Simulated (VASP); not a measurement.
Write the native input for VASP 6.6.1 that does the following.

```yaml
Task: electric field gradients
Functional: PBE
Potentials_or_basis: VASP PAW PBE potentials, release 64 (Si, O)
Cutoff: 520 eV
k_mesh: 7 × 7 × 11
Occupations: fermi-dirac, width 0.02 eV
Spin: no spin polarisation
Dipole_correction: no
Further_INCAR_settings: ALGO = Normal; EDIFF = 1e-08; NBANDS = 25
```

The structure of SiO2 (Stishovite) lies in POSCAR:

```
SiO2
1.0
    4.1667000000      0.0000000000      0.0000000000
    0.0000000000      4.1667000000      0.0000000000
    0.0000000000      0.0000000000      2.6645000000
Si O
2 4
Direct
    0.0000000000      0.0000000000      0.0000000000
    0.5000000000      0.5000000000      0.5000000000
    0.3061000000      0.3061000000      0.0000000000
    0.1939000000      0.8061000000      0.5000000000
    0.6939000000      0.6939000000      0.0000000000
    0.8061000000      0.1939000000      0.5000000000
```

One way to write it, as run:

INCAR

```
SYSTEM = SiO2
PREC = Accurate
ENCUT = 520
EDIFF = 1E-8
ISMEAR = -1
SIGMA = 0.02
LREAL = .FALSE.
LASPH = .TRUE.
NELM = 80
ALGO = Normal
ISIF = 2
LWAVE = .FALSE.
LCHARG = .FALSE.
GGA = PE
LEFG = .TRUE.
NBANDS = 25
```

KPOINTS

```
regular mesh
0
G
  7 7 11
  0 0 0
```

Potentials or basis: VASP PAW PBE potentials, release 64 (Si, O).

Command:

```console
$ cat potpaw_PBE.64/Si/POTCAR potpaw_PBE.64/O/POTCAR > POTCAR
$ mpirun -np 1 vasp_std > vasp.out
```

It gave:

```json
{"Pressure": "13.3 GPa", "Largest force": "0.188 eV/Å", "Band gap on the k mesh": "5.72 eV, direct"}
```

Caveat: without QUAD_EFG the Cq values of the log hold for a quadrupole moment of 1 mb, not for the nuclei.

Wall time 35 s on 1 thread of Intel Xeon 6975P-C, with other jobs on the host, peak memory 0.18 GiB.
